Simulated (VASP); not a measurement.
# Al48CN48 (a cell with a defect) in VASP: a series of runs, part 2 of 4

VASP 6.6.1. The steps go on from the part before.

## Step 3: Single point, HSE06

Input file POSCAR:

```
Al48CN48
1.0
    9.3892708200      5.4208981500      0.0000000000
   -9.3892709200      5.4208979800      0.0000000000
    0.0000000000      0.0000000000     10.0348065900
Al N C
48 48 1
Direct
   -0.0095556600      0.1644026700      0.2511756300
    0.1669514600      0.0001333300      0.2493768900
    0.3082709800      0.3214487200      0.2588246800
    0.0004227400      0.3342250100      0.5006948900
    0.1648691000      0.1650799500      0.5015391700
    0.3318953600     -0.0019469200      0.5015419700
    0.0014022300      0.1682342500      0.7508411900
    0.1681574700      0.0013432100      0.7512323000
    0.3335477900      0.3350818100      0.7459307000
    0.0007493000      0.3341972400      0.9998557900
    0.1704668600      0.1691927400      1.0014210200
    0.3360075700      0.0036604700      1.0014269000
    0.0055795800      0.6697115000      0.2490169600
    0.1644154800      0.4970098800      0.2495367400
    0.3312116900      0.8236255200      0.2511748800
    0.0013107100      0.8344961800      0.4998578500
    0.1680260300      0.6668116800      0.5011719600
    0.3344595200      0.5024223500      0.5005048600
    0.0027309900      0.6687657500      0.7507402500
    0.1681598600      0.5012716900      0.7507034200
    0.3350480700      0.8345892600      0.7508431700
    0.0022033300      0.8353887000      0.9999449300
    0.1691851800      0.6680908800      0.9992911500
    0.3349454300      0.4995851200      0.9989607400
    0.4882522600      0.1414379000      0.2588243800
    0.6638271600     -0.0023957700      0.2495353200
    0.8307282200      0.3341751600      0.2491698000
    0.5022139400      0.3353971700      0.4983090700
    0.6692383200      0.1676428100      0.5005088200
    0.8336286200      0.0012138600      0.5011718500
    0.5018993300      0.1667384100      0.7459367900
    0.6680859000      0.0013464800      0.7507054700
    0.8352550400      0.3347825700      0.7507245900
    0.5074714800      0.3406700000      0.9756188600
    0.6663976600      0.1681274800      0.9989654500
    0.8349050400      0.0023718300      0.9992920700
    0.5010011800      0.6639296400      0.2491695000
    0.6884485600      0.5216577300      0.2611571200
    0.8365356000      0.8387807700      0.2490194700
    0.5010388400      0.8336061300      0.5006962600
    0.6690632800      0.6721433100      0.5010812000
    0.8389544100      0.5022458200      0.5010776600
    0.5015967700      0.6684422900      0.7507236600
    0.6728967700      0.5060829800      0.7400393300
    0.8355818900      0.8359192000      0.7507414600
    0.5010103100      0.8339358900      0.9998558500
    0.6699827200      0.6676767100      0.9976424200
    0.8344851400      0.5031633900      0.9976359300
   -0.0007651500      0.1675737000      0.4417202900
    0.1678229400      0.0010075200      0.4404118300
    0.3328027600      0.3338133200      0.4438201000
   -0.0034554600      0.3324261100      0.1907013800
    0.1490552700      0.1585866200      0.1915436300
    0.3253915500     -0.0177743200      0.1915428800
    0.0020433300      0.1686779100      0.9405146600
    0.1688944500      0.0020815100      0.9414793300
    0.3340507100      0.3358491900      0.9343787700
    0.0017079200      0.3348245000      0.6910328300
    0.1668885800      0.1668336700      0.6903259500
    0.3336485200      0.0000745800      0.6903301400
    0.0033533700      0.6690130200      0.4398126400
    0.1671199200      0.4999679200      0.4402754000
    0.3343827300      0.8324148000      0.4417221500
    0.0003776400      0.8335626700      0.1906404900
    0.1668629800      0.6619418600      0.1897053900
    0.3322032400      0.4949421900      0.1912488400
    0.0035801400      0.6694117800      0.9408112500
    0.1682823300      0.5008353600      0.9411196000
    0.3354888600      0.8352303200      0.9405162400
    0.0014940100      0.8346782200      0.6906255800
    0.1686644200      0.6678813900      0.6912040900
    0.3349247700      0.5028238400      0.6896556500
    0.5006283300      0.1659814800      0.4438214000
    0.6667834400      0.0003033700      0.4402761300
    0.8340007800      0.3342959600      0.4396082600
    0.4154277000      0.2486009800      0.1783270200
    0.6617502700      0.1653852700      0.1912483400
    0.8287626400      0.0000577600      0.1897052100
    0.5026667600      0.1672495800      0.9343850800
    0.6676485800      0.0014683000      0.9411205600
    0.8342241900      0.3349217600      0.9415065100
    0.5021558500      0.3353419800      0.6889550900
    0.6696389200      0.1681113900      0.6896585100
    0.8346963300      0.0018514300      0.6912037500
    0.5011135500      0.6671890100      0.4396085300
    0.6728451800      0.5060302100      0.4484417100
    0.8358305500      0.8365419200      0.4398136800
    0.4992369200      0.8297336200      0.1907011700
    0.6716195500      0.6729993000      0.1898341800
    0.8397742300      0.5047900000      0.1898355700
    0.5017371600      0.6674126800      0.9415036500
    0.6774891600      0.5106751700      0.9249411400
    0.8362302200      0.8367703100      0.9408094900
    0.5016378100      0.8348940400      0.6910342700
    0.6685985300      0.6722200600      0.6888141300
    0.8390317900      0.5017823500      0.6888115600
    0.5367053900      0.3699357900      0.1668203000
```

Input file INCAR.step1:

```
  PREC = Accurate
  ENCUT = 520
  EDIFF = 1E-5
  ISMEAR = -1
  SIGMA = 0.01
  LREAL = Auto
  LASPH = True
  NELM = 120
  ALGO = Normal
  ISIF = 2
  LWAVE = True
  LCHARG = False
  GGA = PE
  NBANDS = 248
  GGA_COMPAT = False
  ISYM = -1
  KPAR = 1
```

Input file INCAR.step2:

```
  PREC = Accurate
  ENCUT = 520
  EDIFF = 1E-6
  ISMEAR = -1
  SIGMA = 0.01
  LREAL = Auto
  LASPH = True
  NELM = 120
  ALGO = Normal
  ISIF = 2
  LWAVE = False
  LCHARG = False
  GGA = PE
  LHFCALC = True
  HFSCREEN = 0.2079
  PRECFOCK = Fast
  ISTART = 1
  NBANDS = 248
  GGA_COMPAT = False
  ISYM = -1
  KPAR = 1
```

Input file KPOINTS:

```
explicit points
1
Reciprocal
  0.25000000   0.25000000   0.25000000 1
```

Potentials or basis: VASP PAW PBE potentials, release 64 (Al, N, C).

On the command line:

```sh
> cat potpaw_PBE.64/Al/POTCAR potpaw_PBE.64/N/POTCAR potpaw_PBE.64/C/POTCAR > POTCAR
> cp INCAR.step1 INCAR
> mpirun -np 4 vasp_std > vasp.out
> cp INCAR.step2 INCAR
> mpirun -np 4 vasp_std > vasp.out
```

OUTCAR:

```text
PREC = Accurate
   ENCUT = 520
   EDIFF = 1E-6
   ISMEAR = -1
   LREAL = Auto
   LASPH = True
   NELM = 120
   ISIF = 2
   GGA = PE
   LHFCALC = True
   HFSCREEN = 0.2079
   PRECFOCK = Fast
   ISTART = 1
   ISYM = -1

 ion  position               nearest neighbor table
   1  0.990  0.164  0.251-  53 1.85  78 1.87  52 1.89  49 1.91   3 2.99  30 3.05  36 3.06  39 3.06
                            26 3.07   4 3.08  10 3.09  27 3.09  14 3.12   5 3.14  11 3.16   2 3.20
   2  0.167  0.000  0.249-  64 1.90  54 1.91  53 1.91  50 1.92  25 3.03   3 3.03  22 3.07  12 3.08
                            11 3.08  16 3.09  39 3.10  13 3.10   6 3.11   5 3.11  15 3.20   1 3.20
   3  0.308  0.321  0.259-  51 1.87  53 1.87  76 1.88  66 1.89  97 2.44   5 2.93   1 2.99  14 3.01
                             2 3.03  11 3.03  18 3.04  28 3.15  24 3.17  37 3.23
   4  0.000  0.334  0.501-  49 1.90  62 1.90  75 1.91  58 1.91   1 3.08  14 3.08  33 3.08   7 3.09
                            42 3.09  20 3.10  29 3.11  17 3.12  27 3.12  30 3.13   5 3.13  18 3.14
   5  0.165  0.165  0.502-  59 1.89  50 1.90  49 1.91  51 1.91   3 2.93   9 3.06   7 3.08   8 3.08
                            16 3.10   2 3.11  30 3.11   4 3.13   6 3.14   1 3.14  18 3.17  28 3.17
   6  0.332  0.998  0.502-  60 1.89  50 1.90  63 1.91  73 1.91  25 2.93  31 3.06  21 3.08   8 3.08
                            16 3.10   2 3.11  17 3.11  40 3.13   5 3.14  15 3.14  29 3.17  28 3.17
   7  0.001  0.168  0.751-  59 1.90  58 1.90  84 1.90  55 1.90   5 3.08  36 3.08  10 3.08   4 3.09
                            30 3.09  11 3.11   9 3.12  45 3.12  33 3.12  20 3.13  32 3.13   8 3.13
   8  0.168  0.001  0.751-  60 1.90  59 1.90  70 1.91  56 1.91  22 3.08   6 3.08   5 3.08  11 3.09
                            12 3.09  16 3.10  45 3.12  19 3.12  21 3.13   7 3.13   9 3.13  31 3.13
   9  0.334  0.335  0.746-  57 1.89  72 1.90  59 1.90  82 1.91  34 2.96  18 3.06   5 3.06  28 3.08
[... 43 lines left out ...]
  31  0.502  0.167  0.746-  79 1.89  83 1.90  60 1.90  82 1.91  34 2.96  29 3.06   6 3.06  28 3.08
                            35 3.10  32 3.11  21 3.12  12 3.12  33 3.13   8 3.13   9 3.16  44 3.19
  32  0.668  0.001  0.751-  84 1.90  83 1.90  94 1.90  80 1.91  36 3.08  30 3.08  35 3.08  29 3.09
                            46 3.09  40 3.10  31 3.11  43 3.13  45 3.13  21 3.13   7 3.13  33 3.13
  33  0.835  0.335  0.751-  96 1.90  58 1.90  83 1.90  81 1.91  10 3.08  48 3.08  42 3.08   4 3.08
                            35 3.08  29 3.09   7 3.12  20 3.13  31 3.13  32 3.13  44 3.14  19 3.14
  34  0.507  0.341  0.976-  57 1.90  79 1.90  92 1.91  97 1.94  76 2.27   9 2.96  31 2.96  44 2.97
                            47 3.08  48 3.08  24 3.12  35 3.12  11 3.17  12 3.18
  35  0.666  0.168  0.999-  79 1.89  81 1.90  80 1.90  77 1.93  32 3.08  27 3.08  33 3.08  31 3.10
                            12 3.10  26 3.11  34 3.12  46 3.14  36 3.14  10 3.14  48 3.15  25 3.17
  36  0.835  0.002  0.999-  93 1.90  80 1.90  55 1.90  78 1.91   1 3.06  39 3.08   7 3.08  32 3.08
                            45 3.08  26 3.11  10 3.12  46 3.14  35 3.14  22 3.14  47 3.14  11 3.15
  37  0.501  0.664  0.249-  89 1.90  88 1.90  85 1.91  66 1.92  24 3.08  18 3.09  41 3.09  15 3.09
                            47 3.11  46 3.11  38 3.11  40 3.12  26 3.13  39 3.15  14 3.16   3 3.23
  38  0.688  0.522  0.261-  89 1.88  90 1.88  86 1.89  97 1.90  41 2.97  42 2.97  39 2.98  13 2.98
                            37 3.11  27 3.11  28 3.12  47 3.14  48 3.14
  39  0.837  0.839  0.249-  78 1.89  89 1.89  64 1.90  87 1.91  38 2.98   1 3.06  36 3.08  22 3.09
                            30 3.09  16 3.10   2 3.10  41 3.11  26 3.11  47 3.12  37 3.15  13 3.17
  40  0.501  0.834  0.501-  63 1.90  74 1.90  85 1.91  94 1.91  15 3.08  26 3.08  43 3.08  21 3.09
                            41 3.09  32 3.10  18 3.11  30 3.12  37 3.12  17 3.13   6 3.13  29 3.14
  41  0.669  0.672  0.501-  95 1.88  86 1.90  85 1.90  87 1.90  38 2.97  44 3.01  45 3.08  43 3.08
                            30 3.09  37 3.09  40 3.09  39 3.11  16 3.12  18 3.14  28 3.16  42 3.19
  42  0.839  0.502  0.501-  96 1.88  86 1.90  75 1.90  61 1.90  38 2.97  44 3.01  19 3.08  33 3.08
                            17 3.09  27 3.09   4 3.09  13 3.11  16 3.12  29 3.14  28 3.16  41 3.19
  43  0.502  0.668  0.751-  95 1.90  94 1.90  72 1.90  91 1.91  46 3.08  47 3.08  41 3.08  40 3.08
[... 321 lines left out ...]
   ISMEAR =    -1;   SIGMA  =   0.01  broadening in eV -4-tet -1-fermi 0-gaus
   EFERMI_NEDOS =   21; number of points for ismear=-14 and -15
   IALGO  =     38    algorithm
   IMIX   =      1    mixing-type and parameters
     AMIX     =   0.40;   BMIX     =  1.00
     AMIX_MAG =   1.60;   BMIX_MAG =  1.00
  volume/ion in A,a.u.               =      10.53        71.07
  Fermi-wavevector in a.u.,A,eV,Ry     =   1.185600  2.240458 19.124980  1.405646
  Thomas-Fermi vector in A             =   2.321790
   LORBIT       =      0    0 simple, 1 ext, 2 COOP (PROOUT), +10 PAW based schemes
   GGA     = PE    functional components
   LHFCALC =     T    Hartree Fock is set to
   PRECFOCK=fast      Normal, Fast or Accurate (Low or Medium for compatibility)
   ENCUT4O =  -1.0   cutoff for four orbital integrals eV
   NKREDX  =     1    reduce k-point grid by
   NKREDY  =     1    reduce k-point grid by
   NKREDZ  =     1    reduce k-point grid by
   AEXX    =    0.2500 exact exchange contribution
   HFSCREEN=    0.2079 screening length (either q_TF or 0.3 A-1)
   HFSCREENC=   0.2079 screening length for correlation (either q_TF or 0.3 A-1)
   ENCUTFOCK=  -1.0 apply spherical cutoff to Coloumb kernel
   IVDW    =     0    specifies the selected vdW correction
   LEPSILON=     F    determine dielectric tensor
   LRPA    =     F    only Hartree local field effects (RPA)
 non-spin polarized calculation
  energy-cutoff  :      520.00
  volume of cell :     1021.51
 maximum number of plane-waves:     27493
 NGX is ok and might be reduce to    80
  NGX = 42; NGY = 42; NGZ = 40

 number of electron     387.9999956 magnetization

 Free energy of the ion-electron system (eV)
  ---------------------------------------------------
  ext. energy  EPLUGINS =         0.00000000
  ---------------------------------------------------
  free energy    TOTEN  =      -841.23649667 eV

  energy without entropy =     -841.23649667  energy(sigma->0) =     -841.23649667

 E-fermi :   7.7740     XC(G=0):  -8.9642

 val. band max:        7.4580361579   @ k =   0.2500   0.2500   0.2500
 cond. band min:       9.2063537363   @ k =   0.2500   0.2500   0.2500
 fundamental gap:      1.7483175784
 Fermi energy:         7.7740436089

 k-point     1 :       0.2500    0.2500    0.2500
  band No.  band energies     occupation
      1     -13.3319      2.00000
      2     -11.1939      2.00000
      3     -10.9750      2.00000
      4     -10.9073      2.00000
      5     -10.7114      2.00000
      6     -10.5199      2.00000
[... 198 lines left out ...]
    205      12.1717      0.00000
    206      12.2322      0.00000
 [bands above 206 left out]

------------------------ aborting loop because EDIFF is reached ----------------------------------------

  FORCE on cell =-STRESS in cart. coord.  units (eV):
  Direction    XX          YY          ZZ          XY          YZ          ZX
  --------------------------------------------------------------------------------------
  -------------------------------------------------------------------------------------
  Total      -23.7435869    -18.4288066    -16.6663720     -0.0032260     -2.2917828     -0.0010441
  in kB      -37.2404396    -28.9045148    -26.1402383     -0.0050599     -3.5945285     -0.0016376
  external PRESSURE =     -30.7617309 kB  Pullay stress =       0.0000000 kB

 VOLUME and BASIS-vectors are now :
 -----------------------------------------------------------------------------
  energy-cutoff  :      520.00
  volume of cell :     1021.51
      direct lattice vectors                 reciprocal lattice vectors
     9.389270820  5.420898150  0.000000000     0.053252270  0.092235640  0.000000000
    -9.389270920  5.420897980  0.000000000    -0.053252272  0.092235639  0.000000000
     0.000000000  0.000000000 10.034806590     0.000000000  0.000000000  0.099653141

 POSITION                                       TOTAL-FORCE (eV/Angst)
 -----------------------------------------------------------------------------------
      7.75593      6.26031      2.52050         0.068853      0.006610     -0.042875
      1.56630      0.90575      2.50245        -0.000569     -0.036600     -0.026022
     -0.12373      3.41365      2.59726         0.039033     -0.074973     -0.064912
     -3.13416      1.81409      5.02438         0.014650     -0.001370      0.000340
     -0.00198      1.78862      5.03285         0.001396     -0.005689      0.020054
     -6.25474      7.20951      5.03288        -0.000610     -0.005628      0.021255
[... 89 lines left out ...]
      3.16653      7.26842      6.91209        -0.028628     -0.003540     -0.024969
      1.56584      4.91481      1.67401         0.001810     -0.394576     -0.082124
 -----------------------------------------------------------------------------------
    total drift:                                0.000532      0.000736      0.114841

  FREE ENERGIE OF THE ION-ELECTRON SYSTEM (eV)
  ---------------------------------------------------
  free  energy   TOTEN  =      -841.2364966685 eV

  energy  without entropy=     -841.2364966685  energy(sigma->0) =     -841.23649667
```

Wall time 11 min (4 MPI ranks of Intel Xeon 6975P-C (Granite Rapids), shared host); peak memory 0.83 GiB.

Results:

| Quantity | Value |
| --- | --- |
| Free energy | -841.2365 eV |
| Pressure | -3.1 GPa |
| Largest force | 0.517 eV/Å |
| Band gap on the k mesh | 1.75 eV |

Forces on the atoms (eV/Å):
```
Al   0.069  0.007 -0.043
Al  -0.001 -0.037 -0.026
Al   0.039 -0.075 -0.065
Al   0.015 -0.001  0.000
Al   0.001 -0.006  0.020
Al  -0.001 -0.006  0.021
Al   0.002  0.000  0.010
Al   0.000  0.001  0.005
Al  -0.004 -0.007  0.012
Al   0.004 -0.002  0.012
Al  -0.018 -0.039  0.020
Al   0.019 -0.040  0.018
Al   0.014 -0.002 -0.026
Al  -0.039 -0.001 -0.011
Al  -0.069  0.005 -0.043
Al   0.000  0.012  0.000
Al  -0.004  0.010 -0.001
Al   0.000 -0.006  0.013
Al   0.007  0.005  0.005
Al  -0.004  0.002  0.004
Al  -0.003  0.000  0.010
Al   0.000  0.009  0.020
Al  -0.006 -0.002  0.016
Al  -0.014 -0.009 -0.010
Al  -0.039 -0.074 -0.064
Al   0.039 -0.001 -0.012
Al   0.027  0.035 -0.004
Al   0.000 -0.021  0.056
Al   0.001 -0.007  0.014
Al   0.005  0.010 -0.001
Al   0.004 -0.008  0.012
Al   0.004  0.002  0.003
Al   0.002  0.005  0.000
Al   0.000 -0.045  0.002
Al   0.012 -0.009 -0.011
Al   0.008  0.000  0.015
Al  -0.027  0.034 -0.003
Al   0.001  0.109 -0.014
Al  -0.013 -0.001 -0.026
Al  -0.016 -0.001  0.000
Al  -0.003  0.005  0.025
Al   0.003  0.005  0.025
Al  -0.001  0.006 -0.001
Al   0.001  0.002  0.058
Al  -0.007  0.005  0.004
Al  -0.004 -0.003  0.012
Al  -0.014  0.039 -0.014
Al   0.013  0.039 -0.013
N   -0.012 -0.008  0.006
N    0.000  0.008  0.010
N   -0.017 -0.014 -0.045
N    0.007  0.001  0.011
N   -0.048  0.044  0.056
N    0.047  0.045  0.056
N   -0.021 -0.009 -0.021
N    0.000  0.017 -0.004
N    0.019  0.034 -0.014
N   -0.004 -0.002 -0.004
N   -0.003  0.007 -0.015
N    0.002  0.007 -0.015
N    0.003 -0.016  0.010
N    0.006  0.000  0.005
N    0.012 -0.007  0.006
N    0.000 -0.014  0.005
N    0.000  0.007  0.023
N   -0.001 -0.014  0.021
N   -0.002 -0.006 -0.017
N    0.003  0.001 -0.013
N    0.021 -0.009 -0.021
N    0.000 -0.001 -0.001
N    0.001 -0.003 -0.006
N    0.009 -0.006 -0.008
N    0.017 -0.014 -0.046
N   -0.006  0.000  0.005
N   -0.007 -0.001  0.010
N    0.000  0.502  0.121
N    0.001 -0.014  0.021
N    0.000  0.007  0.023
N   -0.019  0.034 -0.014
N   -0.003  0.001 -0.012
N   -0.004 -0.009 -0.012
N    0.000  0.005 -0.019
N   -0.009 -0.006 -0.008
N   -0.001 -0.003 -0.006
N    0.008 -0.001  0.009
N   -0.001  0.002 -0.087
N   -0.003 -0.016  0.010
N   -0.006  0.002  0.011
N    0.043 -0.019  0.049
N   -0.042 -0.018  0.048
N    0.004 -0.009 -0.012
N    0.000 -0.046  0.011
N    0.002 -0.006 -0.017
N    0.004 -0.001 -0.004
N    0.029 -0.004 -0.025
N   -0.029 -0.004 -0.025
C    0.002 -0.395 -0.082
```

Caveat: the PAW data sets were made with another functional, which shifts forces and pressure a little.

(Part 2 of 4 ends here.)
